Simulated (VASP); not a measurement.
# TiAl6N8 (a cell with a defect): single point with PBE+D3(BJ)

TiAl6N8 (a cell with a defect):

```
Al N Ti
1.0
    -3.08100   -5.33645    0.00000
     4.62150   -2.66822    0.00000
     0.00000    0.00000    5.03100
Al N Ti
6 8 1
Direct
  0.51118 0.32909 0.02175
  0.49309 0.68698 0.48387
  0.26712 0.80788 0.98291
  0.00291 0.68542 0.50815
  0.74576 0.82043 0.99485
  0.73639 0.19519 0.53213
  0.51910 0.36909 0.37850
  0.50995 0.65480 0.86121
  0.24021 0.83190 0.35119
  0.27130 0.15829 0.92156
  0.98196 0.35982 0.41149
  0.00293 0.70672 0.87368
  0.75485 0.86597 0.37371
  0.75235 0.15748 0.89845
  0.03650 0.15288 0.13973
```

```
Program             : VASP 6.6.1
Task                : single point
Functional          : PBE
Dispersion          : D3(BJ)
Potentials or basis : VASP PAW PBE potentials, release 64 (Al, N, Ti_sv)
Cutoff              : 520 eV
k mesh              : 2 × 2 × 2
Occupations         : gaussian, width 0.02 eV
Spin                : no spin polarisation
```

```json
{
 "Largest force": "0.225 eV/Å",
 "Dispersion energy per atom": "-0.257 eV"
}
```

Forces in eV/Å, atoms in the order of the input:
```
Al   0.004  0.007  0.021
Al   0.024 -0.012  0.011
Al   0.010  0.012  0.041
Al  -0.020 -0.012 -0.004
Al  -0.016  0.026  0.010
Al  -0.020 -0.039  0.012
N   -0.010 -0.081  0.015
N    0.000  0.016  0.009
N   -0.003  0.002  0.000
N   -0.015 -0.040 -0.011
N   -0.006 -0.051  0.019
N    0.002  0.004 -0.005
N   -0.003 -0.010  0.010
N    0.000  0.006  0.009
Ti   0.054  0.171 -0.135
```

Levels at points of the mesh, in eV from the Fermi level:
```tsv
k point	band 34	band 35	band 36	band 37	band 38	band 39
(0.00, 0.00, 0.00)	-1.08	-0.92	-0.21	2.06	2.35	2.68
(0.50, 0.00, 0.00)	-1.06	-0.96	-0.81	2.14	2.51	2.80
(0.00, 0.50, 0.00)	-1.29	-0.77	-0.19	2.18	2.30	2.88
(0.50, 0.50, 0.00)	-1.29	-0.84	-0.52	2.18	2.60	2.84
(0.00, 0.00, 0.50)	-1.02	-1.00	-0.15	2.12	2.40	2.73
(0.50, 0.00, 0.50)	-1.25	-1.10	-0.56	2.21	2.49	3.06
(0.00, 0.50, 0.50)	-1.30	-0.92	-0.12	2.12	2.32	2.75
(0.50, 0.50, 0.50)	-1.20	-0.88	-0.74	2.21	2.58	2.87
```

It took 110 s on 1 thread of Intel(R) Xeon(R) Platinum 8259CL CPU @ 2.50GHz (Skylake/Cascade Lake), on a shared host, peak memory 0.28 GiB.

Caveat: the k points lie up to 0.62 Å⁻¹ apart; the cell carries a net charge on a neutralising background, which shifts energy and pressure; the cell is charged against a uniform background, so pressure and absolute levels hang on convention.
